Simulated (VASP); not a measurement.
**TaC: single point with PBE**

The system is TaC.

```xyz
2
Lattice="0.0000 2.1621 2.1621 2.1621 0.0000 2.1621 2.1621 2.1621 0.0000" Properties=species:S:1:pos:R:3 pbc="T T T"
Ta    0.0000    0.0000    0.0000
C     2.1621    2.1621    2.1621
```

```json
{"Program": "VASP 6.6.1", "Task": "single point", "Functional": "PBE", "Potentials or basis": "VASP PAW PBE potentials, release 64 (Ta_pv, C)", "Cutoff": "600 eV", "k mesh": "11 × 11 × 11", "Occupations": "fermi-dirac, width 0.1 eV", "Spin": "no spin polarisation"}
```

The pressure is 42.6 GPa.

Levels at points of the mesh, in eV from the Fermi level:
```
           k point  band 6  band 7  band 8  band 9  band 10  band 11
(0.00, 0.00, 0.00)   -1.57   -1.57   -0.61   -0.61    -0.61     0.70
```

It took 13 s on 1 thread of Intel Xeon 8259CL (shared host), peak memory 0.15 GiB.

Caveat: spin-orbit coupling is left out, which moves the levels of the heavy elements.
